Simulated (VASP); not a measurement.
Runs of VASP 6.6.1 on Te. The structure is that of space group Pm-3m (No. 221), or close to it. The cells are those of the table. 

```csv
cell,gap on the mesh (eV),pressure (GPa)
"a = 3.149 Å, angles 88.2°, 1 atom",none,0.0
"a = 3.061 Å, angles 90.3°, 1 atom",none,6.1
"a = 3.061 Å, angles 89.2°, 1 atom",none,6.1
"a = 3.092 Å, angles 88.2°, 1 atom",none,(a)
"a = 3.062 Å, angles 91.3°, 1 atom",none,6.1
```

Alike in all rows: task single point; level PBEsol; potentials or basis VASP PAW PBE potentials, release 64 (Te); no spin polarisation; k mesh 15 × 15 × 15; cutoff (eV) 520; smearing gaussian 0.15 eV.

Q: Estimate the missing entries.

A: (a) 3.7.

Caveats: the PAW data sets were made with another functional, which shifts forces and pressure a little; spin-orbit coupling is left out, which moves the levels of the heavy elements; the cell stands under pressure (at least some runs).

A k mesh can miss the band edges, and the runs leave out spin-orbit coupling on Te.

A gap of «none» marks levels without a gap at the run's occupations.
